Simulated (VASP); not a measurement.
# Li2Pt (P6/mmm) in VASP: further runs, part 2 of 3

VASP 6.6.1. Earlier steps stand in the parts before.

### Step 3. Single point, LDA

This run uses another cell than the first one, of 13.06 Å³/atom.

The input, INCAR:

```
ALGO     = Normal         # electronic algorithm
EDIFF    = 1E-6           # SCF threshold, eV
ENCUT    = 520            # plane-wave cutoff, eV
GGA      = CA             # functional
ISIF     = 2              # what is computed and relaxed
ISMEAR   = -1             # smearing method
LASPH    = True           # aspherical terms in the spheres
LCHARG   = False          # write CHGCAR
LREAL    = False          # projectors in reciprocal space
LWAVE    = False          # write WAVECAR
NBANDS   = 15             # bands
NELM     = 80             # most SCF steps
PREC     = Accurate       # precision mode
SIGMA    = 0.15           # smearing width, eV
```

The input, KPOINTS:

```
k-points
0
Gamma
  8 8 11
```

The input, POSCAR:

```
Li2Pt
1.0
    4.1437142807      0.0000000000      0.0000000000
   -2.0718571403      3.5885614963      0.0000000000
    0.0000000000      0.0000000000      2.6341193743
Li Pt
2 1
Direct
    0.3333333333      0.6666666667      0.5000000000
    0.6666666667      0.3333333333      0.5000000000
    0.0000000000      0.0000000000      0.0000000000
```

Potentials or basis: VASP PAW LDA potentials, release 64 (Li_sv, Pt).

On the command line:

```
> cat potpaw_LDA.64/Li_sv/POTCAR potpaw_LDA.64/Pt/POTCAR > POTCAR
> mpirun -np 1 vasp_std > vasp.out
```

OUTCAR:

```text
EDIFF = 1E-6
   ENCUT = 520
   GGA = CA
   ISIF = 2
   ISMEAR = -1
   LASPH = True
   LREAL = False
   NELM = 80
   PREC = Accurate

 ion  position               nearest neighbor table
   1  0.333  0.667  0.500-   2 2.39   2 2.39   2 2.39   3 2.73   3 2.73   3 2.73   3 2.73   3 2.73
                             3 2.73
   2  0.667  0.333  0.500-   1 2.39   1 2.39   1 2.39   3 2.73   3 2.73   3 2.73   3 2.73   3 2.73
                             3 2.73
   3  0.000  0.000  0.000-   1 2.73   1 2.73   2 2.73   2 2.73   1 2.73   2 2.73   1 2.73   2 2.73
                             2 2.73   2 2.73   1 2.73   1 2.73

  LATTYP: Found a hexagonal cell.
 ALAT       =     4.1437142807
 C/A-ratio  =     0.6356903966

  Lattice vectors:

 A1 = (   4.1437142807,   0.0000000000,   0.0000000000)
 A2 = (  -2.0718571403,   3.5885614963,   0.0000000000)
 A3 = (   0.0000000000,   0.0000000000,   2.6341193743)

Analysis of symmetry for initial positions (statically):
=====================================================================
 Subroutine PRICEL returns:
 Original cell was already a primitive cell.

 Routine SETGRP: Setting up the symmetry group for a
 hexagonal supercell.

 Subroutine GETGRP returns: Found 24 space group operations
 (whereof 24 operations were pure point group operations)
 out of a pool of 24 trial point group operations.

The static configuration has the point symmetry D_6h.

Analysis of symmetry for dynamics (positions and initial velocities):
=====================================================================
 Subroutine PRICEL returns:
 Original cell was already a primitive cell.

 Routine SETGRP: Setting up the symmetry group for a
 hexagonal supercell.

 Subroutine GETGRP returns: Found 24 space group operations
 (whereof 24 operations were pure point group operations)
 out of a pool of 24 trial point group operations.

The dynamic configuration has the point symmetry D_6h.

 Subroutine INISYM returns: Found 24 space group operations
 (whereof 24 operations are pure point group operations),
 and found     1 'primitive' translations

----------------------------------------------------------------------------------------

                                     Primitive cell

  volume of cell :      39.1693

  direct lattice vectors                    reciprocal lattice vectors
     4.143714281  0.000000000  0.000000000     0.241329380  0.139331596  0.000000000
    -2.071857140  3.588561496  0.000000000     0.000000000  0.278663192  0.000000000
     0.000000000  0.000000000  2.634119374     0.000000000  0.000000000  0.379633516

  length of vectors
     4.143714281  4.143713989  2.634119374     0.278663172  0.278663192  0.379633516

  position of ions in fractional coordinates (direct lattice)
     0.333333333  0.666666667  0.500000000
     0.666666667  0.333333333  0.500000000
     0.000000000  0.000000000  0.000000000

  ion indices of the primitive-cell ions
   primitive index   ion index
                 1           1
                 2           2
                 3           3

----------------------------------------------------------------------------------------

 KPOINTS: k-points

Automatic generation of k-mesh.
 Grid dimensions read from file:
 generate k-points for:    8    8   11

 Generating k-lattice:
[... 46 lines left out ...]
   total plane-waves  NPLWV =  20480
   dimension x,y,z NGX =    32 NGY =   32 NGZ =   20
   dimension x,y,z NGXF=    64 NGYF=   64 NGZF=   40
   ions per type =               2   1
   NGX,Y,Z   is equivalent  to a cutoff of  12.84, 12.84, 12.62 a.u.
   NGXF,Y,Z  is equivalent  to a cutoff of  25.68, 25.68, 25.25 a.u.
 SYSTEM =  unknown system
   PREC   = accura    normal or accurate (medium, high low for compatibility)
   ISTART =      0    job   : 0-new  1-cont  2-samecut
   ICHARG =      2    charge: 1-file 2-atom 10-const
   ISPIN  =      1    spin polarized calculation?
   LNONCOLLINEAR =      F non collinear calculations
   LSORBIT =      F    spin-orbit coupling
   LASPH  =      T    aspherical Exc in radial PAW
   ENCUT  =  520.0 eV  38.22 Ry    6.18 a.u.   7.70  7.70  4.90*2*pi/ulx,y,z
   NELM   =     80;   NELMIN=  2; NELMDL= -5     # of ELM steps
   EDIFF  = 0.1E-05   stopping-criterion for ELM
   LREAL  =      F    real-space projection
   EDIFFG = 0.1E-04   stopping-criterion for IOM
   NSW    =      0    number of steps for IOM
   IBRION =     -1    ionic relax: 0-MD 1-quasi-New 2-CG
   NFREE  =      0    steps in history (QN), initial steepest desc. (CG)
   ISIF   =      2    stress and relaxation
   ISYM   =      2    0-nonsym 1-usesym 2-fastsym
   POTIM  = 0.5000    time-step for ionic-motion
   TEBEG  =    0.0;   TEEND  =   0.0 temperature during run
   PSTRESS=    0.0 pullay stress
   NELECT =      16.0000    total number of electrons
   NUPDOWN=      -1.0000    fix difference up-down
   EMIN   =  10.00;   EMAX   =-10.00  energy-range for DOS
   EFERMI =   0.00;   METHOD = LEGACY
   ISMEAR =    -1;   SIGMA  =   0.15  broadening in eV -4-tet -1-fermi 0-gaus
   EFERMI_NEDOS =   21; number of points for ismear=-14 and -15
   IALGO  =     38    algorithm
   IMIX   =      4    mixing-type and parameters
     AMIX     =   0.40;   BMIX     =  1.00
     AMIX_MAG =   1.60;   BMIX_MAG =  1.00
  volume/ion in A,a.u.               =      13.06        88.11
  Fermi-wavevector in a.u.,A,eV,Ry     =   1.214692  2.295436 20.075088  1.475477
  Thomas-Fermi vector in A             =   2.350104
   LORBIT       =      0    0 simple, 1 ext, 2 COOP (PROOUT), +10 PAW based schemes
   GGA     = CA    functional components
   LHFCALC =     F    Hartree Fock is set to
   AEXX    =    0.0000 exact exchange contribution
   IVDW    =     0    specifies the selected vdW correction
   LEPSILON=     F    determine dielectric tensor
   LRPA    =     F    only Hartree local field effects (RPA)
 non-spin polarized calculation
  energy-cutoff  :      520.00
  volume of cell :       39.17
 maximum number of plane-waves:      1090
 NGX is ok and might be reduce to    32
   NGX = 15   NGY = 15   NGZ =  9

 number of electron      15.9999998 magnetization

 Free energy of the ion-electron system (eV)
  ---------------------------------------------------
  ext. energy  EPLUGINS =         0.00000000
  ---------------------------------------------------
  free energy    TOTEN  =       -13.23635293 eV

  energy without entropy =      -13.19008374  energy(sigma->0) =      -13.21321834

 E-fermi :   5.3687     XC(G=0): -10.5897

 val. band max:        5.2900214223   @ k =   0.3750   0.0000   0.0909
 cond. band min:       5.4300223379   @ k =   0.5000   0.0000   0.2727
 fundamental gap:      0.1400009156
 Fermi energy:         5.3687037138

 k-point     1 :       0.0000    0.0000    0.0000
  band No.  band energies     occupation
      1     -39.3450      2.00000
      2     -39.2147      2.00000
      3      -1.4135      2.00000
      4       0.8025      2.00000
      5       1.9274      2.00000
      6       1.9274      2.00000
      7       4.7103      1.97549
      8       4.7103      1.97549
      9       9.2280      0.00000
     10       9.2280      0.00000
     11      11.8690      0.00000
     12      11.8690      0.00000
     13      14.6591      0.00000
     14      15.8174      0.00000
[... 401 lines left out ...]
      2     -39.2382      2.00000
      3       0.3335      2.00000
      4       1.7720      2.00000
      5       2.3297      2.00000
      6       2.8664      2.00000
      7       3.2285      2.00000
      8       3.2477      2.00000
      9       5.8817      0.06334
     10       7.9553      0.00000
     11      13.1478      0.00000
     12      15.4083      0.00000
     13      15.6835      0.00000
     14      17.0812      0.00000
     15      20.7004      0.00000

 [... further k-points ...]

------------------------ aborting loop because EDIFF is reached ----------------------------------------

  FORCE on cell =-STRESS in cart. coord.  units (eV):
  Direction    XX          YY          ZZ          XY          YZ          ZX
  --------------------------------------------------------------------------------------
  -------------------------------------------------------------------------------------
  Total       -0.4942889     -0.4942888     -0.7970179     -0.0000000      0.0000000      0.0000000
  in kB      -20.2183523    -20.2183485    -32.6011584     -0.0000000      0.0000000      0.0000000
  external PRESSURE =     -24.3459530 kB  Pullay stress =       0.0000000 kB

 VOLUME and BASIS-vectors are now :
 -----------------------------------------------------------------------------
  energy-cutoff  :      520.00
  volume of cell :       39.17
      direct lattice vectors                 reciprocal lattice vectors
     4.143714281  0.000000000  0.000000000     0.241329380  0.139331596  0.000000000
    -2.071857140  3.588561496  0.000000000     0.000000000  0.278663192  0.000000000
     0.000000000  0.000000000  2.634119374     0.000000000  0.000000000  0.379633516

 POSITION                                       TOTAL-FORCE (eV/Angst)
 -----------------------------------------------------------------------------------
     -0.00000      2.39237      1.31706         0.000000      0.000000      0.000000
      2.07186      1.19619      1.31706        -0.000000     -0.000000      0.000000
      0.00000      0.00000      0.00000         0.000000      0.000000      0.000000
 -----------------------------------------------------------------------------------
    total drift:                                0.000000     -0.000000     -0.000000

  FREE ENERGIE OF THE ION-ELECTRON SYSTEM (eV)
  ---------------------------------------------------
  free  energy   TOTEN  =       -13.2363529316 eV

  energy  without entropy=      -13.1900837430  energy(sigma->0) =      -13.21321834
```

It took 9.9 s on 1 thread of Intel Xeon 6975P-C (Granite Rapids), shared host; peak memory 0.15 GiB.

What came out:

* Free energy: -13.2364 eV
* Band gap on the k mesh: zero (bands 8 and 9 overlap by 1.49 eV)

Levels at points of the mesh, in eV from the Fermi level:
| k point | band 4 | band 5 | band 6 | band 7 | band 8 | band 9 | band 10 | band 11 | band 12 | band 13 |
| --- | --- | --- | --- | --- | --- | --- | --- | --- | --- | --- |
| (0.00, 0.00, 0.00) | -4.57 | -3.44 | -3.44 | -0.66 | -0.66 | 3.86 | 3.86 | 6.50 | 6.50 | 9.29 |
| (0.50, 0.00, 0.00) | -4.00 | -2.37 | -2.35 | -1.92 | -0.79 | -0.69 | 0.46 | 7.87 | 12.40 | 12.66 |

Caveat: the cutoff is under 1.25 times the usual one of these potentials, so pressure, stress and relaxed cells hold a basis-set (Pulay) error; spin-orbit coupling is left out, which moves the levels of the heavy elements.

[end of part 2 of 3]
